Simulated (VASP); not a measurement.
# ZnAu (Pm-3m) in VASP: further runs, part 2 of 2

VASP 6.6.1. Earlier steps stand in the parts before.

## 3. Relaxation of cell and atoms, PBE+D3(BJ)

This run uses another cell than the first one, of 16.24 Å³/atom.

INCAR

```
SYSTEM = ZnAu
PREC = Accurate ; ENCUT = 600
EDIFF = 1E-7 ; ISMEAR = 0
SIGMA = 0.1 ; LREAL = .False.
LASPH = .True. ; NELM = 100
ALGO = Normal ; ISIF = 3
LWAVE = .False. ; LCHARG = .False.
GGA = PE ; IVDW = 12
IBRION = 2 ; NSW = 70
EDIFFG = -0.02
```

KPOINTS

```
regular mesh
0
Gamma
  18 18 18
  0 0 0
```

POSCAR

```
ZnAu
1.0
    3.1905343862      0.0000000000      0.0000000000
    0.0000000000      3.1905343862      0.0000000000
    0.0000000000      0.0000000000      3.1905343862
Zn Au
1 1
Direct
    0.5000000000      0.5000000000      0.5000000000
    0.0000000000      0.0000000000      0.0000000000
```

Potentials or basis: VASP PAW PBE potentials, release 64 (Zn, Au).

Command:

```sh
> cat potpaw_PBE.64/Zn/POTCAR potpaw_PBE.64/Au/POTCAR > POTCAR
> mpirun -np 1 vasp_std > vasp.out
```

OUTCAR:

```text
SYSTEM = ZnAu
   PREC = Accurate
   ENCUT = 600
   EDIFF = 1E-7
   ISMEAR = 0
   LREAL = .False.
   LASPH = .True.
   NELM = 100
   ISIF = 3
   GGA = PE
   IVDW = 12
   IBRION = 2
   NSW = 70
   EDIFFG = -0.02
 IVDW          = 12

 ion  position               nearest neighbor table
   1  0.500  0.500  0.500-   2 2.76   2 2.76   2 2.76   2 2.76   2 2.76   2 2.76   2 2.76   2 2.76

   2  0.000  0.000  0.000-   1 2.76   1 2.76   1 2.76   1 2.76   1 2.76   1 2.76   1 2.76   1 2.76

  LATTYP: Found a simple cubic cell.
 ALAT       =     3.1905343862

  Lattice vectors:

 A1 = (   3.1905343862,   0.0000000000,   0.0000000000)
 A2 = (   0.0000000000,   3.1905343862,   0.0000000000)
 A3 = (   0.0000000000,   0.0000000000,   3.1905343862)

Analysis of symmetry for initial positions (statically):
=====================================================================
 Subroutine PRICEL returns:
 Original cell was already a primitive cell.

 Routine SETGRP: Setting up the symmetry group for a
 simple cubic supercell.

 Subroutine GETGRP returns: Found 48 space group operations
 (whereof 48 operations were pure point group operations)
 out of a pool of 48 trial point group operations.

The static configuration has the point symmetry O_h .

Analysis of symmetry for dynamics (positions and initial velocities):
=====================================================================
 Subroutine PRICEL returns:
 Original cell was already a primitive cell.

 Routine SETGRP: Setting up the symmetry group for a
 simple cubic supercell.

 Subroutine GETGRP returns: Found 48 space group operations
 (whereof 48 operations were pure point group operations)
 out of a pool of 48 trial point group operations.

The dynamic configuration has the point symmetry O_h .

 Subroutine INISYM returns: Found 48 space group operations
 (whereof 48 operations are pure point group operations),
 and found     1 'primitive' translations

----------------------------------------------------------------------------------------

                                     Primitive cell

  volume of cell :      32.4781

  direct lattice vectors                    reciprocal lattice vectors
     3.190534386  0.000000000  0.000000000     0.313427119  0.000000000  0.000000000
     0.000000000  3.190534386  0.000000000     0.000000000  0.313427119  0.000000000
     0.000000000  0.000000000  3.190534386     0.000000000  0.000000000  0.313427119

  length of vectors
     3.190534386  3.190534386  3.190534386     0.313427119  0.313427119  0.313427119

  position of ions in fractional coordinates (direct lattice)
     0.500000000  0.500000000  0.500000000
     0.000000000  0.000000000  0.000000000

  ion indices of the primitive-cell ions
   primitive index   ion index
                 1           1
                 2           2

----------------------------------------------------------------------------------------

 KPOINTS: regular mesh

Automatic generation of k-mesh.
 Grid dimensions read from file:
 generate k-points for:   18   18   18

 Generating k-lattice:

  Cartesian coordinates                     Fractional coordinates (reciprocal lattice)
     0.017412618  0.000000000  0.000000000     0.055555556  0.000000000  0.000000000
     0.000000000  0.017412618  0.000000000     0.000000000  0.055555556  0.000000000
     0.000000000  0.000000000  0.017412618     0.000000000  0.000000000  0.055555556

  Length of vectors
     0.017412618  0.017412618  0.017412618

  Shift w.r.t. Gamma in fractional coordinates (k-lattice)
     0.000000000  0.000000000  0.000000000

 Subroutine IBZKPT returns following result:
 ===========================================

 Found    220 irreducible k-points:

 Following reciprocal coordinates:
            Coordinates               Weight
  0.000000  0.000000  0.000000      1.000000
  0.055556  0.000000  0.000000      6.000000
  0.111111  0.000000  0.000000      6.000000
  0.166667  0.000000  0.000000      6.000000
  0.222222  0.000000  0.000000      6.000000
  0.277778  0.000000  0.000000      6.000000
[... 16 lines left out ...]
  0.277778  0.111111  0.000000     24.000000
  0.333333  0.111111  0.000000     24.000000
 [... further k-points ...]
   k-points           NKPTS =    220   k-points in BZ     NKDIM =    220   number of bands    NBANDS=     15
   number of dos      NEDOS =    301   number of ions     NIONS =      2
   total plane-waves  NPLWV =  21952
   dimension x,y,z NGX =    28 NGY =   28 NGZ =   28
   dimension x,y,z NGXF=    56 NGYF=   56 NGZF=   56
   ions per type =               1   1
   NGX,Y,Z   is equivalent  to a cutoff of  14.59, 14.59, 14.59 a.u.
   NGXF,Y,Z  is equivalent  to a cutoff of  29.18, 29.18, 29.18 a.u.
 SYSTEM =  ZnAu
   PREC   = accura    normal or accurate (medium, high low for compatibility)
   ISTART =      0    job   : 0-new  1-cont  2-samecut
   ICHARG =      2    charge: 1-file 2-atom 10-const
   ISPIN  =      1    spin polarized calculation?
   LNONCOLLINEAR =      F non collinear calculations
   LSORBIT =      F    spin-orbit coupling
   LASPH  =      T    aspherical Exc in radial PAW
   ENCUT  =  600.0 eV  44.10 Ry    6.64 a.u.   6.37  6.37  6.37*2*pi/ulx,y,z
   NELM   =    100;   NELMIN=  2; NELMDL= -5     # of ELM steps
   EDIFF  = 0.1E-06   stopping-criterion for ELM
   LREAL  =      F    real-space projection
   EDIFFG = -.2E-01   stopping-criterion for IOM
   NSW    =     70    number of steps for IOM
   IBRION =      2    ionic relax: 0-MD 1-quasi-New 2-CG
   NFREE  =      1    steps in history (QN), initial steepest desc. (CG)
   ISIF   =      3    stress and relaxation
   ISYM   =      2    0-nonsym 1-usesym 2-fastsym
   POTIM  = 0.5000    time-step for ionic-motion
   TEBEG  =    0.0;   TEEND  =   0.0 temperature during run
   PSTRESS=    0.0 pullay stress
   NELECT =      23.0000    total number of electrons
   NUPDOWN=      -1.0000    fix difference up-down
   EMIN   =  10.00;   EMAX   =-10.00  energy-range for DOS
   EFERMI =   0.00;   METHOD = LEGACY
   ISMEAR =     0;   SIGMA  =   0.10  broadening in eV -4-tet -1-fermi 0-gaus
   EFERMI_NEDOS =   21; number of points for ismear=-14 and -15
   IALGO  =     38    algorithm
   IMIX   =      4    mixing-type and parameters
     AMIX     =   0.40;   BMIX     =  1.00
     AMIX_MAG =   1.60;   BMIX_MAG =  1.00
  volume/ion in A,a.u.               =      16.24       109.59
  Fermi-wavevector in a.u.,A,eV,Ry     =   1.459220  2.757525 28.971186  2.129322
  Thomas-Fermi vector in A             =   2.575812
   LORBIT       =      0    0 simple, 1 ext, 2 COOP (PROOUT), +10 PAW based schemes
   GGA     = PE    functional components
   LHFCALC =     F    Hartree Fock is set to
   AEXX    =    0.0000 exact exchange contribution
   IVDW    =    12    specifies the selected vdW correction
   LEPSILON=     F    determine dielectric tensor
   LRPA    =     F    only Hartree local field effects (RPA)
 conjugate gradient relaxation of ions
 non-spin polarized calculation
 Gauss-broadening in eV      SIGMA  =   0.10
  energy-cutoff  :      600.00
  volume of cell :       32.48
 maximum number of plane-waves:      1108
 NGX is ok and might be reduce to    28
   NGX = 13   NGY = 13   NGZ = 13

--------------------------------------- Ionic step        1  -------------------------------------------

 number of electron      22.9999985 magnetization

 Free energy of the ion-electron system (eV)
  ---------------------------------------------------
  ext. energy  EPLUGINS =         0.00000000
  ---------------------------------------------------
  free energy    TOTEN  =        -4.75147066 eV

  energy without entropy =       -4.74959404  energy(sigma->0) =       -4.75053235

------------------------ aborting loop because EDIFF is reached ----------------------------------------

 Edisp (eV)   -1.04687

 E8    (eV) :    -0.4572
[... 71 lines left out ...]
--------------------------------------- Ionic step        3  -------------------------------------------

 number of electron      22.9999998 magnetization

 Free energy of the ion-electron system (eV)
  ---------------------------------------------------
  ext. energy  EPLUGINS =         0.00000000
  ---------------------------------------------------
  free energy    TOTEN  =        -4.72723578 eV

  energy without entropy =       -4.72544442  energy(sigma->0) =       -4.72634010

 E-fermi :   7.2206     XC(G=0): -12.4105

 val. band max:        7.2165360932   @ k =   0.2778   0.0556   0.0000
 cond. band min:       7.2269442696   @ k =   0.4444   0.3889   0.3889
 fundamental gap:      0.0104081763
 Fermi energy:         7.2205841110

 k-point     1 :       0.0000    0.0000    0.0000
  band No.  band energies     occupation
      1      -3.5058      2.00000
      2      -0.9911      2.00000
      3      -0.9911      2.00000
      4      -0.2866      2.00000
      5      -0.2866      2.00000
      6      -0.2866      2.00000
      7       1.7106      2.00000
      8       1.7106      2.00000
      9       3.4098      2.00000
     10       3.4098      2.00000
     11       3.4098      2.00000
     12      12.1735      0.00000
     13      12.1735      0.00000
     14      12.1735      0.00000
[... 401 lines left out ...]
      2      -0.6467      2.00000
      3      -0.5403      2.00000
      4      -0.3493      2.00000
      5      -0.2388      2.00000
      6      -0.1826      2.00000
      7       1.5495      2.00000
      8       1.8657      2.00000
      9       2.5315      2.00000
     10       2.5487      2.00000
     11       3.2607      2.00000
     12       6.4233      2.00000
     13      13.3337      0.00000
     14      15.5787      0.00000
     15      17.7073      0.00000

 [... further k-points ...]

------------------------ aborting loop because EDIFF is reached ----------------------------------------

 Edisp (eV)   -1.09893

 E8    (eV) :    -0.4802
[... 25 lines left out ...]
  FREE ENERGIE OF THE ION-ELECTRON SYSTEM (eV)
  ---------------------------------------------------
  free  energy   TOTEN  =        -5.8261655726 eV

  energy  without entropy=       -5.8243742077  energy(sigma->0) =       -5.82526989

 reached required accuracy - stopping structural energy minimisation
```

Run time: 1.8 min. Hardware: 1 thread of Intel Xeon 6975P-C (Granite Rapids), shared host; peak memory 0.3 GiB.

What came out:

- Free energy: -5.8262 eV
- Relaxed volume: 15.50 Å³/atom
- Relaxed cell: a = 3.141 Å, b = 3.141 Å, c = 3.141 Å, α = 90.00°, β = 90.00°, γ = 90.00°
- Space group after relaxing (to 0.1 Å): Pm-3m (No. 221)
- Energy gained by relaxing: 13.9 meV/atom
- Ionic steps: 3
- Pressure after relaxing: 0.0 GPa
- Band gap on the k mesh: zero (an odd number of electrons rules out a gap without spin polarisation)
- Dispersion energy per atom: -0.549 eV

The path:
| step | energy change (eV) | largest force (eV/Å) | pressure (GPa) | volume (Å³) |
| --- | --- | --- | --- | --- |
| 1 | 0.0000 | 0.0000 | -5.72 | 32.48 |
| 2 | -0.0082 | 0.0000 | 5.71 | 29.83 |
| 3 | -0.0278 | 0.0000 | -0.02 | 30.99 |

Final structure:
```
CELL_PARAMETERS angstrom
3.14108 0.00000 0.00000
0.00000 3.14108 0.00000
0.00000 0.00000 3.14108
ATOMIC_POSITIONS crystal
Zn 0.50000 0.50000 0.50000
Au 0.00000 0.00000 0.00000
```

Caveat: spin-orbit coupling is left out, which moves the levels of the heavy elements.
